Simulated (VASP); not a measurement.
Set up this calculation in VASP 6.6.1, as the native input.

* Task: single point
* Functional: PBE
* Dispersion: D3(BJ)
* Potentials or basis: VASP PAW PBE potentials, release 64 (Sn_d, O)
* Cutoff: 520 eV
* k mesh: 12 × 12 × 10
* Occupations: gaussian, width 0.15 eV
* Spin: no spin polarisation
* Dipole correction: no
* Further INCAR settings: ALGO = Normal; EDIFF = 1e-07; NBANDS = 28

The structure of SnO lies in POSCAR:

```
SnO
1.0
    3.8370962941      0.0000000000      0.0000000000
    0.0000000000      3.8370962941      0.0000000000
    0.0000000000      0.0000000000      4.7621297486
Sn O
2 2
Direct
    0.0000000000      0.5000000000      0.2432421493
    0.5000000000      0.0000000000      0.7567578507
    0.0460704350      0.0460704350      0.0000000000
    0.5000000000      0.5000000000      0.0000000000
```

This cell differs from its parent crystal: atom 3 (O) moved +0.250 Å along Cartesian [1 1 0].

One way to write it, as run:

INCAR

```
SYSTEM = SnO
ALGO = Normal
EDIFF = 1E-7
ENCUT = 520
GGA = PE
ISIF = 2
ISMEAR = 0
IVDW = 12
LASPH = .True.
LCHARG = .True.
LELF = .True.
LREAL = .False.
LVHAR = .True.
LWAVE = .False.
NBANDS = 28
NELM = 80
PREC = Accurate
SIGMA = 0.15
```

KPOINTS

```
k-points
0
Gamma
  12 12 10
  0 0 0
```

Potentials or basis: VASP PAW PBE potentials, release 64 (Sn_d, O).

Run with:

```bash
$ cat potpaw_PBE.64/Sn_d/POTCAR potpaw_PBE.64/O/POTCAR > POTCAR
$ mpirun -np 1 vasp_std > vasp.out
```

Results of the run:

```json
{"Pressure": "2.1 GPa", "Largest force": "2.065 eV/Å", "Band gap on the k mesh": "zero (band 20 reaches 7.09 eV, above the bottom of band 21 at 7.06 eV)", "Dispersion energy per atom": "-0.235 eV"}
```

Caveat: the cell differs from its parent crystal (atom 3 (O) moved +0.250 Å along Cartesian [1 1 0]); spin-orbit coupling is left out, which moves the levels of the heavy elements; pairwise dispersion overbinds metals, which lowers pressure and volume; forces of over 1 eV/Å act on the atoms, so gaps and moduli don't describe the material at rest.

Run time: 11 min on 1 thread of Intel(R) Xeon(R) Platinum 8259CL CPU @ 2.50GHz (Skylake/Cascade Lake), with other jobs on the host, peak memory 0.67 GiB.
